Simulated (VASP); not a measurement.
# Si7H12C6 in VASP: single point with PBEsol

Aim: the single point of Si7H12C6 with PBEsol.

All numbers are computed with VASP 6.6.1; they aren't measurements. Logs are shortened: lines on timing, memory, paths and dates and some standing lists are left out, and cuts for length are marked.

## (1) The cell of the first run

The cell holds a wire or tube with vacuum around it, 25 atoms: a = 18.200 Å, b = 18.200 Å, c = 3.081 Å, α = 90.00°, β = 90.00°, γ = 90.00°.

## (2) Single point, PBEsol

Input file INCAR:

```
SYSTEM = Si7H12C6
ALGO     = Normal         ! electronic algorithm
EDIFF    = 1E-6           ! SCF threshold, eV
ENCUT    = 520            ! plane-wave cutoff, eV
GGA      = PS             ! functional
ISIF     = 2              ! what is computed and relaxed
ISMEAR   = -1             ! smearing method
LASPH    = .TRUE.         ! aspherical terms in the spheres
LCHARG   = .FALSE.        ! write CHGCAR
LREAL    = Auto         
LWAVE    = .FALSE.        ! write WAVECAR
NBANDS   = 50             ! bands
NELM     = 60             ! most SCF steps
PREC     = Accurate       ! precision mode
SIGMA    = 0.05           ! smearing width, eV
```

Input file KPOINTS:

```
k-points
0
G
  1 1 8
  0 0 0
```

Input file POSCAR:

```
Si7H12C6
1.0
   12.8693430000    -12.8693430000      0.0000000000
    0.0000000000      0.0000000000     18.2000000000
   -2.1784270000     -2.1784270000      0.0000000000
Si C H
7 6 12
Direct
    0.3288870000      0.5006190000      0.9902180000
    0.6714590000      0.4999030000      0.9901660000
    0.5001680000      0.5016960000      0.9892210000
    0.5851030000      0.3825090000      0.4889110000
    0.5871310000      0.6169320000      0.4898000000
    0.4147630000      0.3828550000      0.4889030000
    0.4136780000      0.6173080000      0.4898560000
    0.4998120000      0.3247640000      0.5307640000
    0.5002870000      0.5611610000      0.4894200000
    0.3282430000      0.5591800000      0.4901540000
    0.6723360000      0.5584530000      0.4901220000
    0.5854150000      0.4420850000      0.9890460000
    0.4146770000      0.4424370000      0.9890140000
    0.2634180000      0.4500930000      0.9904190000
    0.7367090000      0.4490940000      0.9902370000
    0.4997550000      0.2737670000      0.3409390000
    0.4997690000      0.3057910000      0.8666060000
    0.2784670000      0.5940230000      0.4901930000
    0.7222440000      0.5931060000      0.4901650000
    0.6529400000      0.3351200000      0.4859960000
    0.5896880000      0.7000530000      0.4896460000
    0.5852690000      0.6270760000      0.9897780000
    0.3467430000      0.3357290000      0.4858930000
    0.4156080000      0.6274760000      0.9898240000
    0.4114320000      0.7004420000      0.4897350000
```

Potentials or basis: VASP PAW PBE potentials, release 64 (Si, C, H).

The run is started by

```bash
$ cat potpaw_PBE.64/Si/POTCAR potpaw_PBE.64/C/POTCAR potpaw_PBE.64/H/POTCAR > POTCAR
$ mpirun -np 1 vasp_std > vasp.out
```

OUTCAR:

```text
SYSTEM = Si7H12C6
   EDIFF = 1E-6
   ENCUT = 520
   GGA = PS
   ISIF = 2
   ISMEAR = -1
   LASPH = .TRUE.
   LREAL = Auto
   NELM = 60
   PREC = Accurate

 ion  position               nearest neighbor table
   1  0.329  0.501  0.990-  14 1.51  10 1.87  10 1.87  13 1.89   7 3.04   7 3.04   6 3.07   6 3.07
                             3 3.12
   2  0.671  0.500  0.990-  15 1.51  11 1.87  11 1.87  12 1.89   5 3.04   5 3.04   4 3.07   4 3.07
                             3 3.12
   3  0.500  0.502  0.989-   9 1.88   9 1.88  13 1.89  12 1.89   5 3.04   7 3.04   5 3.05   7 3.05
                             6 3.08   4 3.08   6 3.08   4 3.08   1 3.12   2 3.12
   4  0.585  0.383  0.489-  20 1.51   8 1.88  12 1.88  12 1.88   2 3.07   2 3.07   3 3.08   3 3.08
                             6 3.10
   5  0.587  0.617  0.490-  21 1.51  22 1.55  22 1.55   9 1.88  11 1.88   2 3.04   2 3.04   3 3.04
                             3 3.05
   6  0.415  0.383  0.489-  23 1.51   8 1.88  13 1.88  13 1.88   1 3.07   1 3.07   3 3.08   3 3.08
                             4 3.10
   7  0.414  0.617  0.490-  25 1.51  24 1.55  24 1.55   9 1.88  10 1.88   1 3.04   1 3.04   3 3.04
                             3 3.05
   8  0.500  0.325  0.531-  17 1.09  16 1.10   6 1.88   4 1.88
   9  0.500  0.561  0.489-   5 1.88   7 1.88   3 1.88   3 1.88
  10  0.328  0.559  0.490-  18 1.11   1 1.87   1 1.87   7 1.88
  11  0.672  0.558  0.490-  19 1.11   2 1.87   2 1.87   5 1.88
  12  0.585  0.442  0.989-   4 1.88   4 1.88   2 1.89   3 1.89
  13  0.415  0.442  0.989-   6 1.88   6 1.88   1 1.89   3 1.89
  14  0.263  0.450  0.990-   1 1.51
  15  0.737  0.449  0.990-   2 1.51
  16  0.500  0.274  0.341-   8 1.10
  17  0.500  0.306  0.867-   8 1.09
  18  0.278  0.594  0.490-  10 1.11
  19  0.722  0.593  0.490-  11 1.11
  20  0.653  0.335  0.486-   4 1.51
  21  0.590  0.700  0.490-   5 1.51
  22  0.585  0.627  0.990-   5 1.55   5 1.55
  23  0.347  0.336  0.486-   6 1.51
  24  0.416  0.627  0.990-   7 1.55   7 1.55
  25  0.411  0.700  0.490-   7 1.51

  LATTYP: Found a simple tetragonal cell.
 ALAT       =    18.1999994094
 C/A-ratio  =     0.1692725884

  Lattice vectors:

 A1 = (  12.8693430000, -12.8693430000,   0.0000000000)
 A2 = (   0.0000000000,   0.0000000000,  18.2000000000)
 A3 = (  -2.1784270000,  -2.1784270000,   0.0000000000)

Analysis of symmetry for initial positions (statically):
=====================================================================
 Subroutine PRICEL returns:
 Original cell was already a primitive cell.

 Routine SETGRP: Setting up the symmetry group for a
 simple tetragonal supercell.

 Subroutine GETGRP returns: Found  1 space group operations
 (whereof  1 operations were pure point group operations)
 out of a pool of 16 trial point group operations.

The static configuration has the point symmetry C_1 .

Analysis of symmetry for dynamics (positions and initial velocities):
=====================================================================
 Subroutine PRICEL returns:
 Original cell was already a primitive cell.

 Routine SETGRP: Setting up the symmetry group for a
 simple tetragonal supercell.

 Subroutine GETGRP returns: Found  1 space group operations
 (whereof  1 operations were pure point group operations)
 out of a pool of 16 trial point group operations.

The dynamic configuration has the point symmetry C_1 .

 Subroutine INISYM returns: Found  1 space group operations
 (whereof  1 operations are pure point group operations),
 and found     1 'primitive' translations

----------------------------------------------------------------------------------------

                                     Primitive cell

  volume of cell :    1020.4712

  direct lattice vectors                    reciprocal lattice vectors
    12.869343000-12.869343000  0.000000000     0.038852022 -0.038852022  0.000000000
     0.000000000  0.000000000 18.200000000     0.000000000  0.000000000  0.054945055
    -2.178427000 -2.178427000  0.000000000    -0.229523413 -0.229523413  0.000000000

  length of vectors
    18.199999409 18.200000000  3.080761008     0.054945057  0.054945055  0.324595124

  position of ions in fractional coordinates (direct lattice)
     0.328887000  0.500619000  0.990218000
     0.671459000  0.499903000  0.990166000
     0.500168000  0.501696000  0.989221000
     0.585103000  0.382509000  0.488911000
     0.587131000  0.616932000  0.489800000
     0.414763000  0.382855000  0.488903000
[... 17 lines left out ...]
     0.415608000  0.627476000  0.989824000
     0.411432000  0.700442000  0.489735000

  ion indices of the primitive-cell ions
   primitive index   ion index
                 1           1
                 2           2
                 3           3
                 4           4
                 5           5
                 6           6
[... 17 lines left out ...]
                24          24
                25          25

----------------------------------------------------------------------------------------

 KPOINTS: k-points

Automatic generation of k-mesh.
 Grid dimensions read from file:
 generate k-points for:    1    1    8

 Generating k-lattice:

  Cartesian coordinates                     Fractional coordinates (reciprocal lattice)
     0.038852022 -0.038852022  0.000000000     1.000000000  0.000000000  0.000000000
     0.000000000  0.000000000  0.054945055     0.000000000  1.000000000  0.000000000
    -0.028690427 -0.028690427  0.000000000     0.000000000  0.000000000  0.125000000

  Length of vectors
     0.054945057  0.054945055  0.040574390

  Shift w.r.t. Gamma in fractional coordinates (k-lattice)
     0.000000000  0.000000000  0.000000000

 Subroutine IBZKPT returns following result:
 ===========================================

 Found      5 irreducible k-points:

 Following reciprocal coordinates:
            Coordinates               Weight
  0.000000  0.000000  0.000000      1.000000
  0.000000  0.000000  0.125000      2.000000
  0.000000  0.000000  0.250000      2.000000
  0.000000  0.000000  0.375000      2.000000
  0.000000  0.000000  0.500000      1.000000
   k-points           NKPTS =      5   k-points in BZ     NKDIM =      5   number of bands    NBANDS=     50
   number of dos      NEDOS =    301   number of ions     NIONS =     25
   total plane-waves  NPLWV = 470400
   dimension x,y,z NGX =   140 NGY =  140 NGZ =   24
   dimension x,y,z NGXF=   280 NGYF=  280 NGZF=   48
   ions per type =               7   6  12
   NGX,Y,Z   is equivalent  to a cutoff of  12.79, 12.79, 12.95 a.u.
   NGXF,Y,Z  is equivalent  to a cutoff of  25.58, 25.58, 25.90 a.u.
 SYSTEM =  Si7H12C6
   PREC   = accura    normal or accurate (medium, high low for compatibility)
   ISTART =      0    job   : 0-new  1-cont  2-samecut
   ICHARG =      2    charge: 1-file 2-atom 10-const
   ISPIN  =      1    spin polarized calculation?
   LNONCOLLINEAR =      F non collinear calculations
   LSORBIT =      F    spin-orbit coupling
   LASPH  =      T    aspherical Exc in radial PAW
   ENCUT  =  520.0 eV  38.22 Ry    6.18 a.u.  33.84 33.84  5.73*2*pi/ulx,y,z
   NELM   =     60;   NELMIN=  2; NELMDL= -5     # of ELM steps
   EDIFF  = 0.1E-05   stopping-criterion for ELM
   LREAL  =      T    real-space projection
   EDIFFG = 0.1E-04   stopping-criterion for IOM
   NSW    =      0    number of steps for IOM
   IBRION =     -1    ionic relax: 0-MD 1-quasi-New 2-CG
   NFREE  =      0    steps in history (QN), initial steepest desc. (CG)
   ISIF   =      2    stress and relaxation
   ISYM   =      2    0-nonsym 1-usesym 2-fastsym
   POTIM  = 0.5000    time-step for ionic-motion
   TEBEG  =    0.0;   TEEND  =   0.0 temperature during run
   PSTRESS=    0.0 pullay stress
   NELECT =      64.0000    total number of electrons
   NUPDOWN=      -1.0000    fix difference up-down
   EMIN   =  10.00;   EMAX   =-10.00  energy-range for DOS
   EFERMI =   0.00;   METHOD = LEGACY
   ISMEAR =    -1;   SIGMA  =   0.05  broadening in eV -4-tet -1-fermi 0-gaus
   EFERMI_NEDOS =   21; number of points for ismear=-14 and -15
   IALGO  =     38    algorithm
   IMIX   =      4    mixing-type and parameters
     AMIX     =   0.40;   BMIX     =  1.00
     AMIX_MAG =   1.60;   BMIX_MAG =  1.00
  volume/ion in A,a.u.               =      40.82       275.46
  Fermi-wavevector in a.u.,A,eV,Ry     =   0.650431  1.229136  5.756087  0.423060
  Thomas-Fermi vector in A             =   1.719707
   LORBIT       =      0    0 simple, 1 ext, 2 COOP (PROOUT), +10 PAW based schemes
   GGA     = PS    functional components
   LHFCALC =     F    Hartree Fock is set to
   AEXX    =    0.0000 exact exchange contribution
   IVDW    =     0    specifies the selected vdW correction
   LEPSILON=     F    determine dielectric tensor
   LRPA    =     F    only Hartree local field effects (RPA)
 non-spin polarized calculation
  energy-cutoff  :      520.00
  volume of cell :     1020.47
 maximum number of plane-waves:     27547
 NGX is ok and might be reduce to   140
   NGX = 67   NGY = 67   NGZ = 11

 number of electron      63.9999994 magnetization

 Free energy of the ion-electron system (eV)
  ---------------------------------------------------
  ext. energy  EPLUGINS =         0.00000000
  ---------------------------------------------------
  free energy    TOTEN  =      -138.83071390 eV

  energy without entropy =     -138.83071390  energy(sigma->0) =     -138.83071390

 E-fermi :  -2.1432     XC(G=0):  -2.6778

 val. band max:       -3.2539119084   @ k =   0.0000   0.0000   0.0000
 cond. band min:      -0.2863119922   @ k =   0.0000   0.0000   0.0000
 fundamental gap:      2.9675999162
 Fermi energy:        -2.1432018113

 k-point     1 :       0.0000    0.0000    0.0000
  band No.  band energies     occupation
      1     -17.8338      2.00000
      2     -16.8076      2.00000
      3     -16.6580      2.00000
      4     -15.6300      2.00000
      5     -15.2395      2.00000
      6     -15.0928      2.00000
[... 36 lines left out ...]
     43       2.0634      0.00000
     44       2.1310      0.00000
[... 146 lines left out ...]
      3     -14.7779      2.00000
      4     -14.6014      2.00000
      5     -14.0753      2.00000
      6     -13.9128      2.00000
[... 36 lines left out ...]
     43       3.0860      0.00000
     44       3.1974      0.00000
 [bands above 44 left out]

------------------------ aborting loop because EDIFF is reached ----------------------------------------

  FORCE on cell =-STRESS in cart. coord.  units (eV):
  Direction    XX          YY          ZZ          XY          YZ          ZX
  --------------------------------------------------------------------------------------
  -------------------------------------------------------------------------------------
  Total        6.8992275      6.9130652      0.1397785      6.7923970     -0.0114754      0.0025588
  in kB       10.8320406     10.8537663      0.2194574     10.6643127     -0.0180168      0.0040175
  external PRESSURE =       7.3017548 kB  Pullay stress =       0.0000000 kB

 VOLUME and BASIS-vectors are now :
 -----------------------------------------------------------------------------
  energy-cutoff  :      520.00
  volume of cell :     1020.47
      direct lattice vectors                 reciprocal lattice vectors
    12.869343000-12.869343000  0.000000000     0.038852022 -0.038852022  0.000000000
     0.000000000  0.000000000 18.200000000     0.000000000  0.000000000  0.054945055
    -2.178427000 -2.178427000  0.000000000    -0.229523413 -0.229523413  0.000000000

 POSITION                                       TOTAL-FORCE (eV/Angst)
 -----------------------------------------------------------------------------------
      2.07544     -6.38968      9.11127        -0.004866      0.011740     -0.010388
      6.48423    -10.79824      9.09823         0.010252     -0.003335     -0.013669
      4.28189     -8.59178      9.13087         0.001743      0.001416     -0.002837
      6.46483     -8.59495      6.96166         0.007112     -0.004230     -0.010270
      6.48900     -8.62298     11.22816         0.001124     -0.000209      0.014549
      4.27269     -6.40277      6.96796        -0.005819      0.012039     -0.011847
[... 17 lines left out ...]
      3.19234     -7.50486     11.42006         0.000425      0.000528      0.000049
      4.22801     -6.36171     12.74804         0.001098     -0.000819      0.005301
 -----------------------------------------------------------------------------------
    total drift:                               -0.009852     -0.007705      0.000540

  FREE ENERGIE OF THE ION-ELECTRON SYSTEM (eV)
  ---------------------------------------------------
  free  energy   TOTEN  =      -138.8307138984 eV

  energy  without entropy=     -138.8307138983  energy(sigma->0) =     -138.83071390
```

Wall time 9.1 min (1 thread of Intel Xeon Platinum 8259CL at 2.50GHz (Skylake/Cascade Lake), shared host); peak memory 0.95 GiB.

Results:

```yaml
Free_energy: -138.8307 eV
Largest_force: 0.042 eV/Å
Band_gap_on_the_k_mesh: 2.97 eV
```

Forces on the atoms (eV/Å):
```
Si  -0.005  0.012 -0.010
Si   0.010 -0.003 -0.014
Si   0.002  0.001 -0.003
Si   0.007 -0.004 -0.010
Si   0.001  0.000  0.015
Si  -0.006  0.012 -0.012
Si   0.003 -0.003  0.016
C    0.014  0.009  0.018
C    0.000 -0.001  0.010
C    0.004 -0.013 -0.008
C   -0.008  0.009 -0.003
C    0.000 -0.009  0.001
C   -0.012 -0.002  0.000
H   -0.003  0.004 -0.002
H    0.004 -0.003 -0.002
H    0.014  0.017 -0.031
H   -0.027 -0.027 -0.016
H   -0.020  0.021  0.019
H    0.022 -0.021  0.019
H    0.001 -0.001  0.000
H   -0.001  0.000  0.006
H    0.001  0.001  0.001
H   -0.002  0.001  0.001
H    0.000  0.001  0.000
H    0.001 -0.001  0.005
```

Levels at points of the mesh, in eV from the valence-band top:
```csv
k point,band 30,band 31,band 32,band 33,band 34,band 35
"(0.00, 0.00, 0.00)",-0.80,-0.27,0.00,2.97,4.14,4.31
"(0.00, 0.00, 0.50)",-1.88,-1.78,-1.65,3.30,3.39,4.31
```

Caveat: the PAW data sets were made with another functional, which shifts forces and pressure a little.
